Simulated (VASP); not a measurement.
# GaN (F-43m) in VASP: further runs

GaN is run at these levels: PBE, BLYP+D3(BJ), BLYP+D4, B3LYP5; tasks: single point, relaxation of cell and atoms.

All numbers are computed with VASP 6.6.1; they aren't measurements. Logs are shortened: lines on timing, memory, paths and dates and some standing lists are left out, and cuts for length are marked.

### Step 1. The cell of the first run

Symmetry: F-43m, No. 216, cubic system. Conventional cell: a = 4.507 Å, b = 4.507 Å, c = 4.507 Å, α = 90.00°, β = 90.00°, γ = 90.00°. Within 2.6 Å of Ga (site symmetry -43m) lie 4 N at 1.95 Å. Within 2.6 Å of N (site symmetry -43m) lie 4 Ga at 1.95 Å.

### Step 2. Single point, PBE

File INCAR:

```
SYSTEM = GaN
ALGO = Normal ; EDIFF = 1E-7
ENCUT = 520 ; GGA = PE
ISIF = 2 ; ISMEAR = 0
LASPH = .True. ; LCHARG = .False.
LREAL = .False. ; LWAVE = .False.
NBANDS = 16 ; NELM = 80
PREC = Accurate ; SIGMA = 0.03
```

File KPOINTS:

```
k-points
0
Gamma
  10 10 10
  0 0 0
```

File POSCAR:

```
GaN
1.0
    0.0000000000      2.2535006075      2.2535006075
    2.2535006075      0.0000000000      2.2535006075
    2.2535006075      2.2535006075      0.0000000000
Ga N
1 1
Direct
    0.0000000000      0.0000000000      0.0000000000
    0.2500000000      0.2500000000      0.2500000000
```

Potentials or basis: VASP PAW PBE potentials, release 64 (Ga_d, N).

Command:

```
$ cat potpaw_PBE.64/Ga_d/POTCAR potpaw_PBE.64/N/POTCAR > POTCAR
$ mpirun -np 1 vasp_std > vasp.out
```

OUTCAR:

```text
SYSTEM = GaN
   EDIFF = 1E-7
   ENCUT = 520
   GGA = PE
   ISIF = 2
   ISMEAR = 0
   LASPH = .True.
   LREAL = .False.
   NELM = 80
   PREC = Accurate

 ion  position               nearest neighbor table
   1  0.000  0.000  0.000-   2 1.95   2 1.95   2 1.95   2 1.95
   2  0.250  0.250  0.250-   1 1.95   1 1.95   1 1.95   1 1.95

  LATTYP: Found a face centered cubic cell.
 ALAT       =     4.5070012150

  Lattice vectors:

 A1 = (   0.0000000000,   2.2535006075,   2.2535006075)
 A2 = (   2.2535006075,   0.0000000000,   2.2535006075)
 A3 = (   2.2535006075,   2.2535006075,   0.0000000000)

Analysis of symmetry for initial positions (statically):
=====================================================================
 Subroutine PRICEL returns:
 Original cell was already a primitive cell.

 Routine SETGRP: Setting up the symmetry group for a
 face centered cubic supercell.

 Subroutine GETGRP returns: Found 24 space group operations
 (whereof 24 operations were pure point group operations)
 out of a pool of 48 trial point group operations.

The static configuration has the point symmetry T_d .

Analysis of symmetry for dynamics (positions and initial velocities):
=====================================================================
 Subroutine PRICEL returns:
 Original cell was already a primitive cell.

 Routine SETGRP: Setting up the symmetry group for a
 face centered cubic supercell.

 Subroutine GETGRP returns: Found 24 space group operations
 (whereof 24 operations were pure point group operations)
 out of a pool of 48 trial point group operations.

The dynamic configuration has the point symmetry T_d .

 Subroutine INISYM returns: Found 24 space group operations
 (whereof 24 operations are pure point group operations),
 and found     1 'primitive' translations

----------------------------------------------------------------------------------------

                                     Primitive cell

  volume of cell :      22.8877

  direct lattice vectors                    reciprocal lattice vectors
     0.000000000  2.253500607  2.253500607    -0.221877020  0.221877020  0.221877020
     2.253500607  0.000000000  2.253500607     0.221877020 -0.221877020  0.221877020
     2.253500607  2.253500607  0.000000000     0.221877020  0.221877020 -0.221877020

  length of vectors
     3.186931122  3.186931122  3.186931122     0.384302272  0.384302272  0.384302272

  position of ions in fractional coordinates (direct lattice)
     0.000000000  0.000000000  0.000000000
     0.250000000  0.250000000  0.250000000

  ion indices of the primitive-cell ions
   primitive index   ion index
                 1           1
                 2           2

----------------------------------------------------------------------------------------

 KPOINTS: k-points

Automatic generation of k-mesh.
 Grid dimensions read from file:
 generate k-points for:   10   10   10

 Generating k-lattice:

  Cartesian coordinates                     Fractional coordinates (reciprocal lattice)
    -0.022187702  0.022187702  0.022187702     0.100000000  0.000000000  0.000000000
     0.022187702 -0.022187702  0.022187702     0.000000000  0.100000000  0.000000000
     0.022187702  0.022187702 -0.022187702     0.000000000  0.000000000  0.100000000

  Length of vectors
     0.038430227  0.038430227  0.038430227

  Shift w.r.t. Gamma in fractional coordinates (k-lattice)
     0.000000000  0.000000000  0.000000000

 Subroutine IBZKPT returns following result:
 ===========================================

 Found     47 irreducible k-points:

 Following reciprocal coordinates:
            Coordinates               Weight
  0.000000  0.000000  0.000000      1.000000
  0.100000  0.000000  0.000000      8.000000
  0.200000  0.000000  0.000000      8.000000
  0.300000  0.000000  0.000000      8.000000
  0.400000  0.000000  0.000000      8.000000
  0.500000  0.000000  0.000000      4.000000
[... 16 lines left out ...]
  0.300000  0.300000  0.000000      6.000000
  0.400000  0.300000  0.000000     24.000000
 [... further k-points ...]
   k-points           NKPTS =     47   k-points in BZ     NKDIM =     47   number of bands    NBANDS=     16
   number of dos      NEDOS =    301   number of ions     NIONS =      2
   total plane-waves  NPLWV =  13824
   dimension x,y,z NGX =    24 NGY =   24 NGZ =   24
   dimension x,y,z NGXF=    48 NGYF=   48 NGZF=   48
   ions per type =               1   1
   NGX,Y,Z   is equivalent  to a cutoff of  12.52, 12.52, 12.52 a.u.
   NGXF,Y,Z  is equivalent  to a cutoff of  25.04, 25.04, 25.04 a.u.
 SYSTEM =  GaN
   PREC   = accura    normal or accurate (medium, high low for compatibility)
   ISTART =      0    job   : 0-new  1-cont  2-samecut
   ICHARG =      2    charge: 1-file 2-atom 10-const
   ISPIN  =      1    spin polarized calculation?
   LNONCOLLINEAR =      F non collinear calculations
   LSORBIT =      F    spin-orbit coupling
   LASPH  =      T    aspherical Exc in radial PAW
   ENCUT  =  520.0 eV  38.22 Ry    6.18 a.u.   5.93  5.93  5.93*2*pi/ulx,y,z
   NELM   =     80;   NELMIN=  2; NELMDL= -5     # of ELM steps
   EDIFF  = 0.1E-06   stopping-criterion for ELM
   LREAL  =      F    real-space projection
   EDIFFG = 0.1E-05   stopping-criterion for IOM
   NSW    =      0    number of steps for IOM
   IBRION =     -1    ionic relax: 0-MD 1-quasi-New 2-CG
   NFREE  =      0    steps in history (QN), initial steepest desc. (CG)
   ISIF   =      2    stress and relaxation
   ISYM   =      2    0-nonsym 1-usesym 2-fastsym
   POTIM  = 0.5000    time-step for ionic-motion
   TEBEG  =    0.0;   TEEND  =   0.0 temperature during run
   PSTRESS=    0.0 pullay stress
   NELECT =      18.0000    total number of electrons
   NUPDOWN=      -1.0000    fix difference up-down
   EMIN   =  10.00;   EMAX   =-10.00  energy-range for DOS
   EFERMI =   0.00;   METHOD = LEGACY
   ISMEAR =     0;   SIGMA  =   0.03  broadening in eV -4-tet -1-fermi 0-gaus
   EFERMI_NEDOS =   21; number of points for ismear=-14 and -15
   IALGO  =     38    algorithm
   IMIX   =      4    mixing-type and parameters
     AMIX     =   0.40;   BMIX     =  1.00
     AMIX_MAG =   1.60;   BMIX_MAG =  1.00
  volume/ion in A,a.u.               =      11.44        77.23
  Fermi-wavevector in a.u.,A,eV,Ry     =   1.511117  2.855596 31.068543  2.283473
  Thomas-Fermi vector in A             =   2.621216
   LORBIT       =      0    0 simple, 1 ext, 2 COOP (PROOUT), +10 PAW based schemes
   GGA     = PE    functional components
   LHFCALC =     F    Hartree Fock is set to
   AEXX    =    0.0000 exact exchange contribution
   IVDW    =     0    specifies the selected vdW correction
   LEPSILON=     F    determine dielectric tensor
   LRPA    =     F    only Hartree local field effects (RPA)
 non-spin polarized calculation
 Gauss-broadening in eV      SIGMA  =   0.03
  energy-cutoff  :      520.00
  volume of cell :       22.89
 maximum number of plane-waves:       636
   NGX = 11   NGY = 11   NGZ = 11

 number of electron      18.0000004 magnetization

 Free energy of the ion-electron system (eV)
  ---------------------------------------------------
  ext. energy  EPLUGINS =         0.00000000
  ---------------------------------------------------
  free energy    TOTEN  =       -12.14320714 eV

  energy without entropy =      -12.14320714  energy(sigma->0) =      -12.14320714

 E-fermi :   5.4780     XC(G=0): -11.6669

 val. band max:        5.2811338966   @ k =   0.0000   0.0000   0.0000
 cond. band min:       7.0056180744   @ k =   0.0000   0.0000   0.0000
 fundamental gap:      1.7244841778
 Fermi energy:         5.4780307745

 k-point     1 :       0.0000    0.0000    0.0000
  band No.  band energies     occupation
      1     -10.6523      2.00000
      2      -8.1603      2.00000
      3      -8.1603      2.00000
      4      -8.1603      2.00000
      5      -7.8406      2.00000
      6      -7.8406      2.00000
[... 8 lines left out ...]
     15      24.1370      0.00000
     16      24.1370      0.00000

 k-point     2 :       0.1000    0.0000    0.0000
  band No.  band energies     occupation
      1     -10.5423      2.00000
      2      -8.1467      2.00000
      3      -8.1467      2.00000
      4      -8.1214      2.00000
      5      -7.8419      2.00000
      6      -7.8419      2.00000
[... 8 lines left out ...]
     15      22.8361      0.00000
     16      22.8487      0.00000

 k-point     3 :       0.2000    0.0000    0.0000
  band No.  band energies     occupation
      1     -10.2652      2.00000
      2      -8.1151      2.00000
      3      -8.1151      2.00000
      4      -7.9585      2.00000
      5      -7.8407      2.00000
      6      -7.8407      2.00000
[... 8 lines left out ...]
     15      22.0689      0.00000
     16      22.0689      0.00000

 k-point     4 :       0.3000    0.0000    0.0000
  band No.  band energies     occupation
      1      -9.9710      2.00000
      2      -8.0871      2.00000
      3      -8.0871      2.00000
      4      -7.8271      2.00000
      5      -7.8271      2.00000
      6      -7.5622      2.00000
[... 8 lines left out ...]
     15      22.5500      0.00000
     16      22.5500      0.00000
[... 324 lines left out ...]
 k-point    22 :      -0.2000    0.2000    0.0000
  band No.  band energies     occupation
      1      -9.8808      2.00000
      2      -8.0708      2.00000
      3      -8.0563      2.00000
      4      -7.8627      2.00000
      5      -7.8529      2.00000
      6      -7.3869      2.00000
[... 8 lines left out ...]
     15      22.6575      0.00000
     16      25.8431      0.00000

 k-point    23 :       0.3000    0.3000    0.0000
  band No.  band energies     occupation
      1      -9.7950      2.00000
      2      -8.0120      2.00000
      3      -7.9706      2.00000
      4      -7.9706      2.00000
      5      -7.7904      2.00000
      6      -7.3725      2.00000
[... 8 lines left out ...]
     15      27.3182      0.00000
     16      27.7432      0.00000

 k-point    24 :       0.4000    0.3000    0.0000
  band No.  band energies     occupation
      1      -9.6789      2.00000
      2      -8.0305      2.00000
      3      -7.9363      2.00000
      4      -7.9358      2.00000
      5      -7.7802      2.00000
      6      -6.9183      2.00000
[... 8 lines left out ...]
     15      27.5928      0.00000
     16      27.7094      0.00000

 [... further k-points ...]
[... 5 lines left out ...]
  --------------------------------------------------------------------------------------
  -------------------------------------------------------------------------------------
  Total        0.7234691      0.7234691      0.7234691     -0.0000000      0.0000000     -0.0000000
  in kB       50.6439489     50.6439489     50.6439489     -0.0000000      0.0000000     -0.0000000
  external PRESSURE =      50.6439489 kB  Pullay stress =       0.0000000 kB

 VOLUME and BASIS-vectors are now :
 -----------------------------------------------------------------------------
  energy-cutoff  :      520.00
  volume of cell :       22.89
      direct lattice vectors                 reciprocal lattice vectors
     0.000000000  2.253500607  2.253500607    -0.221877020  0.221877020  0.221877020
     2.253500607  0.000000000  2.253500607     0.221877020 -0.221877020  0.221877020
     2.253500607  2.253500607  0.000000000     0.221877020  0.221877020 -0.221877020

 POSITION                                       TOTAL-FORCE (eV/Angst)
 -----------------------------------------------------------------------------------
      0.00000      0.00000      0.00000         0.000000      0.000000      0.000000
      1.12675      1.12675      1.12675        -0.000000     -0.000000     -0.000000
 -----------------------------------------------------------------------------------
    total drift:                                0.000002      0.000002      0.000002

  FREE ENERGIE OF THE ION-ELECTRON SYSTEM (eV)
  ---------------------------------------------------
  free  energy   TOTEN  =       -12.1432071381 eV

  energy  without entropy=      -12.1432071381  energy(sigma->0) =      -12.14320714
```

Wall time 20 s (1 thread of Intel Xeon 8259CL, shared host); peak memory 0.15 GiB.

What came out:

* Free energy: -12.1432 eV
* Pressure: 5.1 GPa
* Band gap on the k mesh: 1.72 eV, direct

As with any semilocal functional, this PBE gap is likely too small.

[end of part 1 of 2]
